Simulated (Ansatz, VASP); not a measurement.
One calculation of AlN, two programs

File INCAR:

```
PREC = Accurate
ENCUT = 520
EDIFF = 1E-7
ISMEAR = 0
SIGMA = 0.05
LREAL = F
LASPH = T
NELM = 100
ALGO = Normal
ISIF = 2
LWAVE = F
LCHARG = T
GGA = CA
LELF = T
LVHAR = T
NBANDS = 26
```

The input KPOINTS:

```
regular mesh
0
Gamma
  8 6 4
```

The input POSCAR:

```
AlN
1.0
   -1.6378403119      2.8368226349      0.0000000000
    0.0000000000      0.0000000000      4.1006264518
    4.9135209358      2.8368226349      0.0000000000
Al N
4 4
Direct
    0.7206978742      0.7500000000      0.1645231682
    1.0000000000      0.7500000000      0.6666666667
    0.0000000000      0.2500000000      0.3333333333
    0.5000000000      0.2500000000      0.8333333333
    0.5000000000      0.2500000000      0.1666666667
    1.0000000000      0.2500000000      0.6666666667
    0.0000000000      0.7500000000      0.3333333333
    0.5000000000      0.7500000000      0.8333333333
```

Input for Ansatz:

```yaml
crystal:
  lattice:
    - [-1.6378403119, 2.8368226349, 0.0]
    - [0.0, 0.0, 4.1006264518]
    - [4.9135209358, 2.8368226349, 0.0]
  atoms:
    - { symbol: Al, position: [0.7206978742, 0.75, 0.1645231682] }
    - { symbol: Al, position: [1.0, 0.75, 0.6666666667] }
    - { symbol: Al, position: [0.0, 0.25, 0.3333333333] }
    - { symbol: Al, position: [0.5, 0.25, 0.8333333333] }
    - { symbol: "N", position: [0.5, 0.25, 0.1666666667] }
    - { symbol: "N", position: [1.0, 0.25, 0.6666666667] }
    - { symbol: "N", position: [0.0, 0.75, 0.3333333333] }
    - { symbol: "N", position: [0.5, 0.75, 0.8333333333] }
basis:
  ecutwfc: 420
kpoints:
  mp_grid: { grid: [8, 6, 4] }
hamiltonian:
  xc: lda
  pseudopotentials: { kind: paw, azcp: { folder: soft_1 } }
scf:
  occupations: { method: gaussian, width: 0.05 }
output:
  forces: true
  stress: true
  eigenvalues: true
```

Alike in both runs: task single point; functional LDA; k mesh 8 × 6 × 4; occupations gaussian, width 0.05 eV; no spin polarisation.

|  | VASP | Ansatz |
| --- | --- | --- |
| version | VASP 6.6.1 | Ansatz 0.2.0 |
| potentials or method | VASP PAW LDA potentials, release 64 (Al, N), cutoff 520 eV | scalar-relativistic, plane waves, PAW |
| valence electrons in the cell | 32 | 32 |

```csv
,VASP,Ansatz,Ansatz less VASP
gap on the k mesh at the Fermi level (eV),2.85,2.85,+0.002
least direct gap on the mesh (eV),2.85,2.85,+0.002
rms of the force components (eV/Å),9.764,9.843,+0.0787
```

Ansatz warns that its potentials were made for another functional, while VASP's fit it. LDA's correlation is that of Perdew and Zunger in VASP and of Perdew and Wang (1992) in Ansatz. Atom by atom the forces differ by 0.081 eV/Å (rms over components).
